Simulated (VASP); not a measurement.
A run of VASP 6.6.1 is set up as follows.

File INCAR:

```
PREC     = Accurate       # precision mode
ENCUT    = 600            # plane-wave cutoff, eV
EDIFF    = 1E-7           # SCF threshold, eV
ISMEAR   = 0              # smearing method
SIGMA    = 0.1            # smearing width, eV
LREAL    = F              # projectors in reciprocal space
LASPH    = T              # aspherical terms in the spheres
NELM     = 100            # most SCF steps
ALGO     = Normal         # electronic algorithm
ISIF     = 3              # what is computed and relaxed
LWAVE    = F              # write WAVECAR
LCHARG   = F              # write CHGCAR
GGA      = PE             # functional
IBRION   = 2              # ionic algorithm
NSW      = 100            # ionic steps
EDIFFG   = -0.01          # ionic threshold
```

File KPOINTS:

```
Automatic mesh
0
Gamma
  16 16 16
```

The input POSCAR:

```
TeW
1.0
    3.3400547411      0.0000000000      0.0000000000
    0.0000000000      3.3400547411      0.0000000000
    0.0000000000      0.0000000000      3.3400547411
Te W
1 1
Direct
    0.0000000000      0.0000000000      0.0000000000
    0.5000000000      0.5000000000      0.5000000000
```

Potentials or basis: VASP PAW PBE potentials, release 64 (Te, W_sv).

The run is started by

```sh
$ cat potpaw_PBE.64/Te/POTCAR potpaw_PBE.64/W_sv/POTCAR > POTCAR
$ mpirun -np 1 vasp_std > vasp.out
```

(1) What does it give for the relaxed volume?

(2) What does it give for the relaxed cell?

(3) Estimate the band gap on the k mesh.

(4) Predict the space group after relaxing (to 0.05 Å).

Answers

(1) 18.59 Å³/atom.

(2) a = 3.338 Å, b = 3.338 Å, c = 3.338 Å, α = 90.00°, β = 90.00°, γ = 90.00°.

(3) zero (band 10 reaches 13.64 eV, above the bottom of band 11 at 11.55 eV).

(4) Pm-3m (No. 221).

Caveat: spin-orbit coupling is left out, which moves the levels of the heavy elements.
